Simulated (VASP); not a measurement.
# Rh (I4/mmm) in VASP: a series of runs

The runs below take Rh through single point, with PBE.

All numbers are computed with VASP 6.6.1; they aren't measurements. Logs are shortened: lines on timing, memory, paths and dates and some standing lists are left out, and cuts for length are marked.

## Step 1: The cell of the first run

It takes space group I4/mmm (No. 139, tetragonal). The conventional cell has a = 2.689 Å, b = 2.689 Å, c = 3.727 Å, α = 90.00°, β = 90.00°, γ = 90.00°. Rh (site symmetry 4/mmm) has 12 Rh at 2.66 to 2.69 Å within 3.5 Å.

## Step 2: Single point, PBE (strain -0.0200 x Voigt [0, 0, 1, 0, 0, 0])

INCAR reads:

```
PREC     = Accurate       # precision mode
ENCUT    = 520            # plane-wave cutoff, eV
EDIFF    = 1E-6           # SCF threshold, eV
ISMEAR   = 1              # smearing method
SIGMA    = 0.02           # smearing width, eV
LREAL    = F              # projectors in reciprocal space
LASPH    = T              # aspherical terms in the spheres
NELM     = 80             # most SCF steps
ALGO     = Fast           # electronic algorithm
ISIF     = 2              # what is computed and relaxed
LWAVE    = F              # write WAVECAR
LCHARG   = T              # write CHGCAR
GGA      = PE             # functional
LELF     = T              # ELF
LVHAR    = T            
NBANDS   = 14             # bands
```

KPOINTS reads:

```
Automatic mesh
0
Gamma
  22 22 22
```

POSCAR reads:

```
Rh
1.0
    0.0000000000      1.9015500000      1.8635190000
    1.9015500000      0.0000000000      1.8635190000
    1.9015500000      1.9015500000      0.0000000000
Rh
1
Direct
    0.0000000000      0.0000000000      0.0000000000
```

Potentials or basis: VASP PAW PBE potentials, release 64 (Rh_pv).

Command:

```sh
cat potpaw_PBE.64/Rh_pv/POTCAR > POTCAR
mpirun -np 1 vasp_std > vasp.out
```

OUTCAR:

```text
PREC = Accurate
   ENCUT = 520
   EDIFF = 1E-6
   ISMEAR = 1
   LREAL = F
   LASPH = T
   NELM = 80
   ISIF = 2
   GGA = PE

 ion  position               nearest neighbor table
   1  0.000  0.000  0.000-

  LATTYP: Found a body centered tetragonal cell.
 ALAT       =     2.6891977995
 C/A-ratio  =     1.3859292911

  Lattice vectors:

 A1 = (   0.0000000000,  -1.9015500000,  -1.8635190000)
 A2 = (   0.0000000000,   1.9015500000,  -1.8635190000)
 A3 = (   1.9015500000,   0.0000000000,   1.8635190000)

Analysis of symmetry for initial positions (statically):
=====================================================================
 Subroutine PRICEL returns:
 Original cell was already a primitive cell.

 Routine SETGRP: Setting up the symmetry group for a
 body centered tetragonal supercell.

 Subroutine GETGRP returns: Found 16 space group operations
 (whereof 16 operations were pure point group operations)
 out of a pool of 16 trial point group operations.

The static configuration has the point symmetry D_4h.

Analysis of symmetry for dynamics (positions and initial velocities):
=====================================================================
 Subroutine PRICEL returns:
 Original cell was already a primitive cell.

 Routine SETGRP: Setting up the symmetry group for a
 body centered tetragonal supercell.

 Subroutine GETGRP returns: Found 16 space group operations
 (whereof 16 operations were pure point group operations)
 out of a pool of 16 trial point group operations.

The dynamic configuration has the point symmetry D_4h.

 Subroutine INISYM returns: Found 16 space group operations
 (whereof 16 operations are pure point group operations),
 and found     1 'primitive' translations

----------------------------------------------------------------------------------------

                                     Primitive cell

  volume of cell :      13.4766

  direct lattice vectors                    reciprocal lattice vectors
     0.000000000  1.901550000  1.863519000    -0.262943388  0.262943388  0.268309580
     1.901550000  0.000000000  1.863519000     0.262943388 -0.262943388  0.268309580
     1.901550000  1.901550000  0.000000000     0.262943388  0.262943388 -0.268309580

  length of vectors
     2.662441636  2.662441636  2.689197800     0.458550413  0.458550413  0.458550413

  position of ions in fractional coordinates (direct lattice)
     0.000000000  0.000000000  0.000000000

  ion indices of the primitive-cell ions
   primitive index   ion index
                 1           1

----------------------------------------------------------------------------------------

 KPOINTS: Automatic mesh

Automatic generation of k-mesh.
 Grid dimensions read from file:
 generate k-points for:   22   22   22

 Generating k-lattice:

  Cartesian coordinates                     Fractional coordinates (reciprocal lattice)
    -0.011951972  0.011951972  0.012195890     0.045454545 -0.000000000  0.000000000
     0.011951972 -0.011951972  0.012195890    -0.000000000  0.045454545  0.000000000
     0.011951972  0.011951972 -0.012195890     0.000000000  0.000000000  0.045454545

  Length of vectors
     0.020843201  0.020843201  0.020843201

  Shift w.r.t. Gamma in fractional coordinates (k-lattice)
     0.000000000  0.000000000  0.000000000

 Subroutine IBZKPT returns following result:
 ===========================================

 Found    834 irreducible k-points:

 Following reciprocal coordinates:
            Coordinates               Weight
  0.000000  0.000000  0.000000      1.000000
  0.045455 -0.000000  0.000000      8.000000
  0.090909 -0.000000  0.000000      8.000000
  0.136364  0.000000  0.000000      8.000000
  0.181818  0.000000  0.000000      8.000000
  0.227273  0.000000  0.000000      8.000000
[... 16 lines left out ...]
  0.500000  0.045455  0.000000      8.000000
 -0.454545  0.045455  0.000000      8.000000
 [... further k-points ...]
   k-points           NKPTS =    834   k-points in BZ     NKDIM =    834   number of bands    NBANDS=     14
   number of dos      NEDOS =    301   number of ions     NIONS =      1
   total plane-waves  NPLWV =   8000
   dimension x,y,z NGX =    20 NGY =   20 NGZ =   20
   dimension x,y,z NGXF=    40 NGYF=   40 NGZF=   40
   ions per type =               1
   NGX,Y,Z   is equivalent  to a cutoff of  12.49, 12.49, 12.36 a.u.
   NGXF,Y,Z  is equivalent  to a cutoff of  24.98, 24.98, 24.73 a.u.
 SYSTEM =  unknown system
   PREC   = accura    normal or accurate (medium, high low for compatibility)
   ISTART =      0    job   : 0-new  1-cont  2-samecut
   ICHARG =      2    charge: 1-file 2-atom 10-const
   ISPIN  =      1    spin polarized calculation?
   LNONCOLLINEAR =      F non collinear calculations
   LSORBIT =      F    spin-orbit coupling
   LASPH  =      T    aspherical Exc in radial PAW
   ENCUT  =  520.0 eV  38.22 Ry    6.18 a.u.   4.95  4.95  5.00*2*pi/ulx,y,z
   NELM   =     80;   NELMIN=  2; NELMDL= -5     # of ELM steps
   EDIFF  = 0.1E-05   stopping-criterion for ELM
   LREAL  =      F    real-space projection
   EDIFFG = 0.1E-04   stopping-criterion for IOM
   NSW    =      0    number of steps for IOM
   IBRION =     -1    ionic relax: 0-MD 1-quasi-New 2-CG
   NFREE  =      0    steps in history (QN), initial steepest desc. (CG)
   ISIF   =      2    stress and relaxation
   ISYM   =      2    0-nonsym 1-usesym 2-fastsym
   POTIM  = 0.5000    time-step for ionic-motion
   TEBEG  =    0.0;   TEEND  =   0.0 temperature during run
   PSTRESS=    0.0 pullay stress
   NELECT =      15.0000    total number of electrons
   NUPDOWN=      -1.0000    fix difference up-down
   EMIN   =  10.00;   EMAX   =-10.00  energy-range for DOS
   EFERMI =   0.00;   METHOD = LEGACY
   ISMEAR =     1;   SIGMA  =   0.02  broadening in eV -4-tet -1-fermi 0-gaus
   EFERMI_NEDOS =   21; number of points for ismear=-14 and -15
   IALGO  =     68    algorithm
   IMIX   =      4    mixing-type and parameters
     AMIX     =   0.40;   BMIX     =  1.00
     AMIX_MAG =   1.60;   BMIX_MAG =  1.00
  volume/ion in A,a.u.               =      13.48        90.94
  Fermi-wavevector in a.u.,A,eV,Ry     =   1.696597  3.206104 39.163594  2.878443
  Thomas-Fermi vector in A             =   2.777431
   LORBIT       =      0    0 simple, 1 ext, 2 COOP (PROOUT), +10 PAW based schemes
   GGA     = PE    functional components
   LHFCALC =     F    Hartree Fock is set to
   AEXX    =    0.0000 exact exchange contribution
   IVDW    =     0    specifies the selected vdW correction
   LEPSILON=     F    determine dielectric tensor
   LRPA    =     F    only Hartree local field effects (RPA)
 non-spin polarized calculation
 RMM-DIIS sequential band-by-band and
 Methfessel and Paxton  Order N= 1 SIGMA  =   0.02
  energy-cutoff  :      520.00
  volume of cell :       13.48
 maximum number of plane-waves:       378
   NGX =  9   NGY =  9   NGZ =  9

 number of electron      15.0000006 magnetization

 Free energy of the ion-electron system (eV)
  ---------------------------------------------------
  ext. energy  EPLUGINS =         0.00000000
  ---------------------------------------------------
  free energy    TOTEN  =        -7.23497626 eV

  energy without entropy =       -7.23500906  energy(sigma->0) =       -7.23498720

 E-fermi :  12.2674     XC(G=0): -14.1615

 val. band max:       12.2648410350   @ k =  -0.2727   0.1364   0.0909
 cond. band min:      12.2679447038   @ k =   0.3182   0.0455   0.1818
 fundamental gap:      0.0031036687
 Fermi energy:        12.2674076461

 k-point     1 :       0.0000    0.0000    0.0000
  band No.  band energies     occupation
      1     -34.1448      2.00000
      2     -34.1448      2.00000
      3     -34.1361      2.00000
      4       4.1679      2.00000
      5       9.0275      2.00000
      6       9.0275      2.00000
      7       9.2483      2.00000
      8      11.1163      2.00000
      9      11.3810      2.00000
     10      28.2622      0.00000
     11      32.7433      0.00000
     12      33.6151      0.00000
     13      33.6151      0.00000
     14      34.2711      0.00000

 k-point     2 :       0.0455   -0.0000    0.0000
  band No.  band energies     occupation
      1     -34.1592      2.00000
      2     -34.1472      2.00000
      3     -34.1402      2.00000
      4       4.2533      2.00000
      5       9.0104      2.00000
      6       9.0615      2.00000
      7       9.2602      2.00000
      8      11.0991      2.00000
      9      11.3590      2.00000
     10      28.3893      0.00000
     11      32.7426      0.00000
     12      33.2587      0.00000
     13      33.7411      0.00000
     14      34.2603      0.00000

 k-point     3 :       0.0909   -0.0000    0.0000
  band No.  band energies     occupation
      1     -34.2065      2.00000
      2     -34.1544      2.00000
      3     -34.1466      2.00000
      4       4.5022      2.00000
      5       8.9346      2.00000
      6       9.1543      2.00000
      7       9.3256      2.00000
      8      11.0585      2.00000
      9      11.3032      2.00000
     10      28.7445      0.00000
     11      32.2126      0.00000
     12      32.7457      0.00000
     13      34.1113      0.00000
     14      34.5650      0.00000
[... 324 lines left out ...]
 k-point    23 :       0.5000    0.0455    0.0000
  band No.  band energies     occupation
      1     -34.9199      2.00000
      2     -34.2681      2.00000
      3     -34.2460      2.00000
      4       6.0519      2.00000
      5       8.9626      2.00000
      6       9.0726      2.00000
      7      11.9855      2.00000
      8      12.9262      0.00000
      9      13.8089      0.00000
     10      21.1527      0.00000
     11      27.8934      0.00000
     12      32.7438      0.00000
     13      33.4501      0.00000
     14      33.7535      0.00000

 k-point    24 :      -0.4545    0.0455    0.0000
  band No.  band energies     occupation
      1     -34.9139      2.00000
      2     -34.2643      2.00000
      3     -34.2484      2.00000
      4       6.0606      2.00000
      5       8.9632      2.00000
      6       9.0852      2.00000
      7      11.9774      2.00000
      8      12.8219      0.00000
      9      13.7412      0.00000
     10      21.3088      0.00000
     11      27.9286      0.00000
     12      32.7437      0.00000
     13      33.6148      0.00000
     14      33.7242      0.00000

 [... further k-points ...]
[... 5 lines left out ...]
  --------------------------------------------------------------------------------------
  -------------------------------------------------------------------------------------
  Total        0.8574114      0.8574114      1.2698761      0.0000000      0.0000000     -0.0000000
  in kB      101.9343404    101.9343404    150.9706858      0.0000000      0.0000000     -0.0000000
  external PRESSURE =     118.2797889 kB  Pullay stress =       0.0000000 kB

 VOLUME and BASIS-vectors are now :
 -----------------------------------------------------------------------------
  energy-cutoff  :      520.00
  volume of cell :       13.48
      direct lattice vectors                 reciprocal lattice vectors
     0.000000000  1.901550000  1.863519000    -0.262943388  0.262943388  0.268309580
     1.901550000  0.000000000  1.863519000     0.262943388 -0.262943388  0.268309580
     1.901550000  1.901550000  0.000000000     0.262943388  0.262943388 -0.268309580

 POSITION                                       TOTAL-FORCE (eV/Angst)
 -----------------------------------------------------------------------------------
      0.00000      0.00000      0.00000        -0.000000      0.000000      0.000000
 -----------------------------------------------------------------------------------
    total drift:                                0.000000      0.000000     -0.000000

  FREE ENERGIE OF THE ION-ELECTRON SYSTEM (eV)
  ---------------------------------------------------
  free  energy   TOTEN  =        -7.2349762635 eV

  energy  without entropy=       -7.2350090644  energy(sigma->0) =       -7.23498720
```

Wall time 2.6 min (1 thread of Intel Xeon Platinum 8259CL at 2.50GHz (Skylake/Cascade Lake), shared host); peak memory 0.25 GiB.

What came out:

```yaml
Free_energy: -7.2350 eV
Pressure: 11.8 GPa
```

Stress tensor (GPa, compression positive):
```
10.19  0.00  0.00
 0.00 10.19  0.00
 0.00  0.00 15.10
```

Levels at points of the mesh, in eV from the Fermi level:
```
           k point  band 5  band 6  band 7  band 8  band 9  band 10
(0.00, 0.00, 0.00)   -3.24   -3.24   -3.02   -1.15   -0.89    15.99
(0.50, 0.00, 0.00)   -3.37   -3.13    0.54    0.66    0.72     8.86
(0.50, 0.50, 0.00)   -6.13    0.56    1.04    1.04    3.59    12.92
(0.50, 0.00, 0.50)   -6.11    0.57    0.93    1.12    3.15    12.35
```

Caveat: the cell differs from its parent crystal (strain -0.0200 x Voigt [0, 0, 1, 0, 0, 0]).

(Part 1 of 2 ends here.)
